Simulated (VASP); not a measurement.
The system is LiBe.

```
Li Be
1.0
     3.45000    0.00000    0.00000
    -1.72500    2.98779    0.00000
     0.00000    0.00000    5.63385
Li Be
2 2
Direct
  0.33333 0.66667 0.00000
  0.66667 0.33333 0.50000
  0.33333 0.66667 0.37500
  0.66667 0.33333 0.87500
```

* Program: VASP 6.6.1
* Task: relaxation of cell and atoms
* Functional: PBE
* Potentials or basis: VASP PAW PBE potentials, release 64 (Li_sv, Be)
* Cutoff: 750 eV
* k mesh: 14 × 14 × 7
* Occupations: fermi-dirac, width 0.1 eV
* Spin: no spin polarisation

At the start: pressure 9.2 GPa; volume 14.52 Å³/atom.

Q: Where does the relaxation end?

A: Over 36 steps the energy falls by 407.0 meV/atom and the volume is 17.80 Å³/atom (+22.6 %); space group P6_3mc (No. 186, to 0.1 Å) before, P6_3/mmc (No. 194, to 0.1 Å).

The path:
| step | energy change (eV) | largest force (eV/Å) | pressure (GPa) | volume (Å³) |
| --- | --- | --- | --- | --- |
| 1 | 0.0000 | 0.0208 | 9.20 | 58.07 |
| 2 | -0.3203 | 0.0419 | 5.12 | 65.37 |
| 3 | -0.5565 | 0.0512 | 0.91 | 79.03 |
| 4 | -0.5703 | 0.0507 | 0.14 | 83.17 |
| 5 | -0.5708 | 0.0505 | -0.02 | 84.18 |
| 6 | -0.5748 | 0.0826 | -0.03 | 84.22 |
| 7 | -0.5928 | 0.1827 | -0.08 | 84.28 |
| 8 | -0.6499 | 0.3960 | -0.20 | 84.31 |
| 9 | -0.8168 | 0.8668 | -0.53 | 83.89 |
| 10 | -0.9540 | 1.8016 | -0.19 | 81.02 |
| 11 | -0.9816 | 1.5547 | -0.58 | 82.30 |
| 12 | -0.9841 | 1.6723 | -0.46 | 81.81 |
| 13 | -0.9814 | 1.6994 | -0.42 | 81.68 |
| 14 | -0.9815 | 1.6998 | -0.42 | 81.68 |
| 15 | -0.9817 | 1.7006 | -0.42 | 81.68 |
| 16 | -0.9822 | 1.7022 | -0.42 | 81.68 |
| 17 | -0.9829 | 1.7054 | -0.42 | 81.69 |
| 18 | -0.9838 | 1.7111 | -0.42 | 81.71 |
| 19 | -0.9829 | 1.7205 | -0.42 | 81.74 |
| 20 | -0.9837 | 1.7151 | -0.42 | 81.73 |
| 21 | -0.9852 | 1.7122 | -0.43 | 81.72 |
| 22 | -0.9897 | 1.7039 | -0.44 | 81.72 |
| 23 | -0.9987 | 1.6873 | -0.46 | 81.72 |
| 24 | -1.0163 | 1.6542 | -0.50 | 81.71 |
| 25 | -1.0506 | 1.5889 | -0.59 | 81.69 |
| 26 | -1.1151 | 1.4619 | -0.76 | 81.65 |
| 27 | -1.2284 | 1.2206 | -1.05 | 81.57 |
| 28 | -1.3971 | 0.7784 | -1.48 | 81.41 |
| 29 | -1.5225 | 0.0252 | -1.77 | 81.10 |
| 30 | -1.5438 | 0.0140 | -1.69 | 80.30 |
| 31 | -1.5910 | 0.0170 | -1.43 | 77.92 |
| 32 | -1.6022 | 0.0647 | -0.65 | 73.20 |
| 33 | -1.6118 | 0.0473 | -1.02 | 75.18 |
| 34 | -1.6197 | 0.0402 | -0.75 | 74.00 |
| 35 | -1.6278 | 0.0218 | -0.07 | 71.49 |
| 36 | -1.6279 | 0.0194 | 0.01 | 71.22 |

Final structure:
```
CELL_PARAMETERS angstrom
4.16678 0.00000 0.00000
-2.08339 3.60854 0.00000
0.00000 0.00000 4.73659
ATOMIC_POSITIONS crystal
Li 0.33333 0.66667 0.93795
Li 0.66667 0.33333 0.43795
Be 0.33333 0.66667 0.43705
Be 0.66667 0.33333 0.93705
```

Caveat: the volume moved by over 15 % at a fixed basis, so the end points are rough.
